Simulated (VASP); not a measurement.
# Ag (Fm-3m) in VASP: a series of runs, part 2 of 2

VASP 6.6.1.

## (4) Single point, PBE

Contents of INCAR:

```
SYSTEM = Ag
PREC     = Accurate       ! precision mode
ENCUT    = 520            ! plane-wave cutoff, eV
EDIFF    = 1E-6           ! SCF threshold, eV
ISMEAR   = -1             ! smearing method
SIGMA    = 0.1            ! smearing width, eV
LREAL    = .FALSE.        ! projectors in reciprocal space
LASPH    = .TRUE.         ! aspherical terms in the spheres
NELM     = 80             ! most SCF steps
ALGO     = Normal         ! electronic algorithm
ISIF     = 2              ! what is computed and relaxed
LWAVE    = .FALSE.        ! write WAVECAR
LCHARG   = .FALSE.        ! write CHGCAR
GGA      = PE             ! functional
NBANDS   = 12             ! bands
```

Contents of KPOINTS:

```
regular mesh
0
G
  21 21 21
  0 0 0
```

Contents of POSCAR:

```
Ag
1.0
    0.0000000000      2.0734381516      2.0734381516
    2.0734381516      0.0000000000      2.0734381516
    2.0734381516      2.0734381516      0.0000000000
Ag
1
Direct
    0.0000000000      0.0000000000      0.0000000000
```

Potentials or basis: VASP PAW PBE potentials, release 64 (Ag).

Run with:

```console
cat potpaw_PBE.64/Ag/POTCAR > POTCAR
mpirun -np 1 vasp_std > vasp.out
```

OUTCAR:

```text
SYSTEM = Ag
   PREC = Accurate
   ENCUT = 520
   EDIFF = 1E-6
   ISMEAR = -1
   LREAL = .FALSE.
   LASPH = .TRUE.
   NELM = 80
   ISIF = 2
   GGA = PE

 ion  position               nearest neighbor table
   1  0.000  0.000  0.000-

  LATTYP: Found a face centered cubic cell.
 ALAT       =     4.1468763032

  Lattice vectors:

 A1 = (   0.0000000000,   2.0734381516,   2.0734381516)
 A2 = (   2.0734381516,   0.0000000000,   2.0734381516)
 A3 = (   2.0734381516,   2.0734381516,   0.0000000000)

Analysis of symmetry for initial positions (statically):
=====================================================================
 Subroutine PRICEL returns:
 Original cell was already a primitive cell.

 Routine SETGRP: Setting up the symmetry group for a
 face centered cubic supercell.

 Subroutine GETGRP returns: Found 48 space group operations
[... 9 lines left out ...]

 Routine SETGRP: Setting up the symmetry group for a
 face centered cubic supercell.

 Subroutine GETGRP returns: Found 48 space group operations
[... 11 lines left out ...]
                                     Primitive cell

  volume of cell :      17.8280
[... 143 lines left out ...]
  band No.  band energies     occupation
      1       0.3798      2.00000
      2       3.1752      2.00000
      3       3.1752      2.00000
      4       3.1752      2.00000
      5       4.1299      2.00000
      6       4.1299      2.00000
      7      23.7466      0.00000
      8      27.0609      0.00000
      9      27.0609      0.00000
     10      27.0609      0.00000
     11      31.7626      0.00000
     12      32.6258      0.00000
[... 331 lines left out ...]
 k-point    24 :      -0.3810    0.0476    0.0000
  band No.  band energies     occupation
      1       1.7985      2.00000
      2       3.1952      2.00000
      3       3.2312      2.00000
      4       4.6039      2.00000
      5       4.6500      2.00000
      6       6.1554      2.00000
      7      13.3712      0.00000
      8      23.1162      0.00000
      9      24.8109      0.00000
     10      26.0023      0.00000
     11      30.0207      0.00000
     12      30.3828      0.00000

 [... further k-points ...]

------------------------ aborting loop because EDIFF is reached ----------------------------------------

  FORCE on cell =-STRESS in cart. coord.  units (eV):
  Direction    XX          YY          ZZ          XY          YZ          ZX
  --------------------------------------------------------------------------------------
  -------------------------------------------------------------------------------------
  Total       -0.0009952     -0.0009952     -0.0009952      0.0000000      0.0000000      0.0000000
  in kB       -0.0894395     -0.0894395     -0.0894395      0.0000000      0.0000000      0.0000000
  external PRESSURE =      -0.0894395 kB  Pullay stress =       0.0000000 kB

 VOLUME and BASIS-vectors are now :
 -----------------------------------------------------------------------------
  energy-cutoff  :      520.00
  volume of cell :       17.83
      direct lattice vectors                 reciprocal lattice vectors
     0.000000000  2.073438152  2.073438152    -0.241145365  0.241145365  0.241145365
     2.073438152  0.000000000  2.073438152     0.241145365 -0.241145365  0.241145365
     2.073438152  2.073438152  0.000000000     0.241145365  0.241145365 -0.241145365

 POSITION                                       TOTAL-FORCE (eV/Angst)
 -----------------------------------------------------------------------------------
      0.00000      0.00000      0.00000        -0.000000     -0.000000      0.000000
 -----------------------------------------------------------------------------------
    total drift:                               -0.000000      0.000000     -0.000000

  FREE ENERGIE OF THE ION-ELECTRON SYSTEM (eV)
  ---------------------------------------------------
  free  energy   TOTEN  =        -2.7208399051 eV

  energy  without entropy=       -2.7100330942  energy(sigma->0) =       -2.71543650
```

OSZICAR:

```text
N       E                     dE             d eps       ncg     rms          rms(c)
DAV:   1     0.516336880183E+02    0.51634E+02   -0.54596E+03  6976   0.821E+02
DAV:   2    -0.213535695705E+01   -0.53769E+02   -0.50690E+02  7876   0.190E+02
DAV:   3    -0.296073608441E+01   -0.82538E+00   -0.82477E+00  8120   0.251E+01
DAV:   4    -0.296331083647E+01   -0.25748E-02   -0.25746E-02  7884   0.147E+00
DAV:   5    -0.296333186863E+01   -0.21032E-04   -0.21032E-04  8240   0.118E-01    0.465E+00
DAV:   6    -0.272979968725E+01    0.23353E+00   -0.95140E-01  7452   0.866E+00    0.309E+00
DAV:   7    -0.272334211359E+01    0.64576E-02   -0.73444E-03  7960   0.827E-01    0.177E+00
DAV:   8    -0.272082663938E+01    0.25155E-02   -0.70457E-04  7740   0.205E-01    0.780E-02
DAV:   9    -0.272083481049E+01   -0.81711E-05   -0.89271E-06  8044   0.221E-02    0.250E-02
DAV:  10    -0.272084025963E+01   -0.54491E-05   -0.41371E-06  7776   0.193E-02    0.448E-03
DAV:  11    -0.272083990510E+01    0.35453E-06   -0.80864E-08  4304   0.240E-03
   1 F= -.27208399E+01 E0= -.27154365E+01  d E =-.108068E-01
```

It took 64 s on 1 thread of Intel Xeon 8259CL, shared host; peak memory 0.19 GiB.

Results:

```yaml
Free_energy: -2.7208 eV
Pressure: 0.0 GPa
```

## (5) Single point, PBE

Contents of INCAR:

```
PREC     = Accurate       # precision mode
ENCUT    = 520            # plane-wave cutoff, eV
EDIFF    = 1E-6           # SCF threshold, eV
ISMEAR   = -1             # smearing method
SIGMA    = 0.1            # smearing width, eV
LREAL    = False          # projectors in reciprocal space
LASPH    = True           # aspherical terms in the spheres
NELM     = 80             # most SCF steps
ALGO     = Normal         # electronic algorithm
ISIF     = 2              # what is computed and relaxed
LWAVE    = False          # write WAVECAR
LCHARG   = True           # write CHGCAR
GGA      = PE             # functional
LELF     = True           # ELF
LVHAR    = True         
NBANDS   = 12             # bands
```

Contents of KPOINTS:

```
Automatic mesh
0
Gamma
  2 2 2
```

POSCAR is that of step 4.

Run with:

```console
cat potpaw_PBE.64/Ag/POTCAR > POTCAR
mpirun -np 1 vasp_std > vasp.out
```

Wall time 5 s (1 thread of Intel Xeon 8259CL, shared host); peak memory 0.13 GiB.

The run converged. Its results:

```yaml
Free_energy: -0.8550 eV
Pressure: 19.8 GPa
```

Levels at points of the mesh, in eV from the Fermi level:
```
           k point  band 2  band 3  band 4  band 5  band 6  band 7  band 8  band 9  band 10  band 11
(0.00, 0.00, 0.00)   -4.24   -4.24   -4.24   -3.24   -3.24   16.06   19.42   19.42    19.42    24.02
(0.50, 0.00, 0.00)   -4.25   -4.25   -2.50   -2.50   -0.11    3.67   15.27   17.62    17.62    22.46
(0.50, 0.50, 0.00)   -5.66   -2.52   -2.32   -2.32    1.83    6.68   10.64   10.64    16.88    16.93
```

Caveat: the k points lie up to 1.31 Å⁻¹ apart.

## (6) Single point, PBE

Contents of INCAR:

```
ALGO     = Normal         # electronic algorithm
EDIFF    = 1E-6           # SCF threshold, eV
ENCUT    = 520            # plane-wave cutoff, eV
GGA      = PE             # functional
ISIF     = 2              # what is computed and relaxed
ISMEAR   = -1             # smearing method
LASPH    = True           # aspherical terms in the spheres
LCHARG   = False          # write CHGCAR
LREAL    = False          # projectors in reciprocal space
LWAVE    = False          # write WAVECAR
NBANDS   = 12             # bands
NELM     = 60             # most SCF steps
PREC     = Accurate       # precision mode
SIGMA    = 0.1            # smearing width, eV
```

Contents of KPOINTS:

```
k-points
0
Gamma
  3 3 3
```

POSCAR is that of step 5.

Potentials or basis: VASP PAW PBE potentials, release 64 (Ag).

Run with:

```console
cat potpaw_PBE.64/Ag/POTCAR > POTCAR
mpirun -np 1 vasp_std > vasp.out
```

Wall time 4.6 s (1 thread of Intel Xeon 8259CL, shared host); peak memory 0.13 GiB.

The run converged. Its results:

| Quantity | Value |
| --- | --- |
| Free energy | -3.0462 eV |
| Pressure | -3.1 GPa |

Levels at points of the mesh, in eV from the Fermi level:
```tsv
k point	band 4	band 5	band 6	band 7	band 8	band 9
(0.00, 0.00, 0.00)	-2.67	-1.72	-1.72	17.90	21.22	21.22
```

Caveat: the k points lie up to 0.87 Å⁻¹ apart.

## (7) The runs side by side

| k mesh | gap on the mesh (eV) | pressure (GPa) |
| --- | --- | --- |
| 14 × 14 × 14 | none | 0.0 |
| 19 × 19 × 19 | none | 0.0 |
| 21 × 21 × 21 | none | 0.0 |
| 2 × 2 × 2 | none | 19.8 |
| 3 × 3 × 3 | none | -3.1 |

Alike in all rows: task single point; level PBE; potentials or basis VASP PAW PBE potentials, release 64 (Ag); no spin polarisation; cell as given; cutoff (eV) 520; smearing fermi-dirac 0.1 eV.

Caveats: some runs use coarse meshes.

Total energies depend on the potentials used, so only differences within one code and one set of settings carry meaning.
